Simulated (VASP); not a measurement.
A run of VASP 6.6.1 is set up as follows.

Contents of INCAR:

```
PREC = Accurate ; ENCUT = 500
EDIFF = 1E-6 ; ISMEAR = 0
SIGMA = 0.01 ; LREAL = False
LASPH = True ; NELM = 120
ALGO = Normal ; ISIF = 2
LWAVE = False ; LCHARG = False
GGA = PE ; NBANDS = 17
GGA_COMPAT = False
```

File KPOINTS:

```
Automatic mesh
0
Gamma
  3 3 3
```

File POSCAR:

```
PbS
1.0
    0.0000000000      2.9657500000      2.9657500000
    2.9657500000      0.0000000000      2.9657500000
    2.9657500000      2.9657500000      0.0000000000
Pb S
1 1
Direct
    0.0002961176     -0.0003246616      0.0000702283
    0.4980862267      0.5020982497      0.4995461225
```

Potentials or basis: VASP PAW PBE potentials, release 64 (Pb_d, S).

Launch:

```sh
$ cat potpaw_PBE.64/Pb_d/POTCAR potpaw_PBE.64/S/POTCAR > POTCAR
$ mpirun -np 1 vasp_std > vasp.out
```

(1) What does it give for the pressure?

(2) Estimate the band gap on the k mesh.

## Answers

(1) 1.1 GPa.

(2) 2.22 eV, direct.

Caveat: the k points lie up to 0.61 Å⁻¹ apart; spin-orbit coupling is left out, which moves the levels of the heavy elements.
